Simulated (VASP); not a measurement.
Runs of VASP 6.6.1 on Tb4S. The structure is that of space group Im-3m (No. 229), or close to it. The cells are those of the table. The cell was built from a structure type or drawn by symmetry, and may not be a known phase.

```tsv
task	cell	k mesh	gap on the mesh (eV)	pressure (GPa)	relaxed volume (Å³/atom)
relaxation of cell and atoms	relaxed from a = 5.727 Å, angles 109.5°, 5 atoms	8 × 8 × 8	none	0.0	28.83
single point	a = 5.716 Å, angles 109.5°, 5 atoms	8 × 8 × 8	none	(a)	-
single point	a = 5.515 Å, angles 109.5°, 5 atoms	4 × 4 × 4	none	(b)	-
single point	a = 5.727 Å, angles 109.5°, 5 atoms	4 × 4 × 4	none	-0.1	-
relaxation of cell and atoms	relaxed from a = 5.515 Å, angles 109.5°, 5 atoms	4 × 4 × 4	none	0.0	28.86
```

Alike in all rows: level PBE; potentials or basis VASP PAW PBE potentials, release 64 (Tb_3, S), 4f in core; no spin polarisation; cutoff (eV) 500; smearing gaussian 0.1 eV.

Estimate the missing entries.

(a) 0.2; (b) 6.6.

Caveats: spin-orbit coupling is left out, which moves the levels of the heavy elements; the 4f electrons are frozen in the core, so they carry no moment and show no levels; the run has no spin polarisation, though such a crystal can be magnetic; the cell stands under pressure (at least some runs).

A k mesh can miss the band edges, and the runs leave out spin-orbit coupling on Tb.

A gap of «none» marks levels without a gap at the run's occupations.
